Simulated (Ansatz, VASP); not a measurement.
## One calculation of Ir, two programs

```
CELL_PARAMETERS angstrom
0.00000 1.91970 1.82371
1.91970 0.00000 1.82371
1.91970 1.91970 0.00000
ATOMIC_POSITIONS crystal
Ir 0.00000 0.00000 0.00000
```

Change from the starting cell: strain +0.000 along x and y, -0.050 along z, atoms carried along.

Alike in both runs: task single point; functional r2SCAN; k mesh 22 × 22 × 22; occupations gaussian, width 0.15 eV; no spin polarisation.

```csv
,VASP,Ansatz
version,VASP 6.6.1,Ansatz 0.2.0
potentials or method,"VASP PAW PBE potentials, release 64 (Ir), cutoff 520 eV","scalar-relativistic, plane waves, PAW"
valence electrons in the cell,9,17
```

```csv
,VASP,Ansatz,Ansatz less VASP
gap on the k mesh at the Fermi level (eV),none,none,-
pressure (GPa),28.0,24.6,-3.38
"traceless stress, the component that is largest in VASP (GPa)",14.53,14.50,-0.032
```

VASP's potentials were made for PBE, not for r2SCAN. A gap of «none» marks a metal or a gap that the smearing closes. With one functional, cell and mesh, what is left measures potentials, basis and numerics. VASP's potentials hold 9 valence electrons a cell and Ansatz's 17, so a difference there can come from the potentials and not from the codes.

Spin-orbit coupling is off throughout.
